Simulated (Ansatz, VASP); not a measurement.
**Al2O3 in VASP and in Ansatz**

File INCAR:

```
ALGO = Normal
EDIFF = 1E-7
ENCUT = 520
GGA = PE
ISIF = 2
ISMEAR = 0
IVDW = 12
LASPH = True
LCHARG = True
LELF = True
LREAL = False
LVHAR = True
LWAVE = False
NBANDS = 20
NELM = 80
PREC = Accurate
SIGMA = 0.05
```

The input KPOINTS:

```
k-points
0
Gamma
  12 12 4
```

POSCAR

```
Al2O3
1.0
    2.8410600741      0.0000000000      0.0000000000
   -1.4205300371      2.4604301978      0.0000000000
    0.0000000000      0.0000000000      9.0566518262
Al O
2 3
Direct
    0.0000000000      0.0000000000      0.1499923300
    0.0000000000      0.0000000000      0.8500076700
    0.3333333333      0.6666666667      0.2223169200
    0.6666666667      0.3333333333      0.0000000000
    0.3333333333      0.6666666667      0.7776830800
```

Input for Ansatz:

```yaml
crystal:
  lattice:
    - [2.8410600741, 0.0, 0.0]
    - [-1.4205300371, 2.4604301978, 0.0]
    - [0.0, 0.0, 9.0566518262]
  atoms:
    - { symbol: Al, position: [0.0, 0.0, 0.14999233] }
    - { symbol: Al, position: [0.0, 0.0, 0.85000767] }
    - { symbol: O, position: [0.3333333333, 0.6666666667, 0.22231692] }
    - { symbol: O, position: [0.6666666667, 0.3333333333, 0.0] }
    - { symbol: O, position: [0.3333333333, 0.6666666667, 0.77768308] }
basis:
  ecutwfc: 420
kpoints:
  mp_grid: { grid: [12, 12, 4] }
hamiltonian:
  xc: pbe
  dispersion: d3bj
scf:
  occupations: { method: gaussian, width: 0.05 }
output:
  forces: true
  stress: true
  eigenvalues: true
```

Change from the starting cell: strain -0.015 along x and y, -0.030 along z, atoms carried along.

Alike in both runs: task single point; functional PBE; dispersion D3(BJ); k mesh 12 × 12 × 4; occupations gaussian, width 0.05 eV; no spin polarisation.

|  | VASP | Ansatz |
| --- | --- | --- |
| version | VASP 6.6.1 | Ansatz 0.2.0 |
| potentials or method | VASP PAW PBE potentials, release 64 (Al, O), cutoff 520 eV | scalar-relativistic, plane waves, PAW |
| valence electrons in the cell | 24 | 24 |

|  | VASP | Ansatz | Ansatz less VASP |
| --- | --- | --- | --- |
| gap on the k mesh at the Fermi level (eV) | 5.15 | 5.17 | +0.019 |
| least direct gap on the mesh (eV) | 5.42 | 5.44 | +0.017 |
| pressure (GPa) | 6.9 | 6.9 | -0.08 |
| traceless stress, the component that is largest in VASP (GPa) | -0.26 | 0.00 | +0.261 |
| rms of the force components (eV/Å) | 0.277 | 0.287 | +0.0104 |

Atom by atom the forces differ by 0.016 eV/Å (rms over components).
